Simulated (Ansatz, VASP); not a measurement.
# Ag in VASP and in Ansatz

INCAR

```
SYSTEM = Ag
PREC = Accurate
ENCUT = 500
EDIFF = 1E-6
ISMEAR = 1
SIGMA = 0.01
LREAL = .FALSE.
LASPH = .TRUE.
NELM = 200
ALGO = Normal
ISIF = 2
LWAVE = .FALSE.
LCHARG = .FALSE.
MAGMOM = 0 0 0
LORBIT = 11
LSORBIT = .TRUE.
GGA_COMPAT = .FALSE.
LORBMOM = .TRUE.
LMAXMIX = 4
LDAU = .TRUE.
LDAUTYPE = 2
LDAUL = 2
LDAUU = 6
LDAUJ = 0
LDAUPRINT = 1
NBANDS = 22
```

Contents of KPOINTS:

```
Automatic mesh
0
G
  8 8 8
  0 0 0
```

File POSCAR:

```
Ag
1.0
    0.0000000000      2.0427500000      2.0427500000
    2.0427500000      0.0000000000      2.0427500000
    2.0427500000      2.0427500000      0.0000000000
Ag
1
Direct
    0.0000000000      0.0000000000      0.0000000000
```

input.yaml

```yaml
crystal:
  lattice: { a: 4.0855, b: 4.0855, c: 4.0855, alpha: 90.0, beta: 90.0, gamma: 90.0 }
  space_group: 225
  setting: { hermann_mauguin: Fm-3m }
  reduce_to_primitive: true
  atoms:
    - { symbol: Ag, position: [0.0, 0.0, 0.0] }
kpoints:
  mp_grid: { grid: [8, 8, 8] }
scf:
  occupations: { method: methfessel_paxton, width: 0.01 }
hamiltonian:
  xc: lda
  pseudopotentials: { kind: all_electron, lapw: { basis_error: 0.001 } }
  hubbard:
    sites: [{ species: Ag, l: d, u_eff: 6 }]
    double_counting: fll
    projectors: atomic
magnetization:
  noncollinear: true
  spin_orbit: true
output:
  forces: true
  stress: true
  eigenvalues: true
  hubbard: {}
```

Alike in both runs: task single point; functional LDA; k mesh 8 × 8 × 8; occupations methfessel-paxton of order 1, width 0.01 eV; non-collinear spin, spin-orbit coupling; Hubbard terms Ag d U = 6.0 eV.

|  | VASP | Ansatz |
| --- | --- | --- |
| version | VASP 6.6.1 | Ansatz 0.2.0 |
| potentials or method | VASP PAW LDA potentials, release 64 (Ag), cutoff 500 eV | all-electron LAPW, relativistic spinors |

|  | VASP | Ansatz | Ansatz less VASP |
| --- | --- | --- | --- |
| pressure (GPa) | -8.6 | -4.3 | +4.31 |
| net moment per atom (μB) | 0.00 | 0.00 | 0.000 |

LDA's correlation is that of Perdew and Zunger in VASP and of Perdew and Wang (1992) in Ansatz. The programs project onto different local orbitals, so the same U acts differently, and such runs can settle in different states. Ansatz ran all-electron here, and VASP with PAW potentials.

Noted on Ansatz's run: U is the effective U less J, on atomic orbitals that reach past the spheres; the k mesh is thin for a metal, which can move the energy by tens of meV per atom.
